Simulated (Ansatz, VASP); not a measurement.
# As in VASP and in Ansatz

```xyz
2
Lattice="0.0000 3.0581 3.0581 3.0581 0.0000 3.0581 3.0581 3.0581 0.0000" Properties=species:S:1:pos:R:3 pbc="T T T"
As    0.7645    0.7645    0.7645
As    5.3516    5.3516    5.3516
```

Alike in both runs: task single point; functional PBE; k mesh 10 × 10 × 10; occupations fermi-dirac, width 0.1 eV; no spin polarisation.

```csv
,VASP,Ansatz
version,VASP 6.6.1,Ansatz 0.2.0
potentials or method,"VASP PAW PBE potentials, release 64 (As), cutoff 520 eV","plane waves (420 eV) with PAW, scalar-relativistic"
valence electrons in the cell,10,30
```

```csv
,VASP,Ansatz,Ansatz less VASP
pressure (GPa),0.0,-0.1,-0.11
```

VASP's potentials hold 10 valence electrons a cell and Ansatz's 30, so a difference there can come from the potentials and not from the codes.
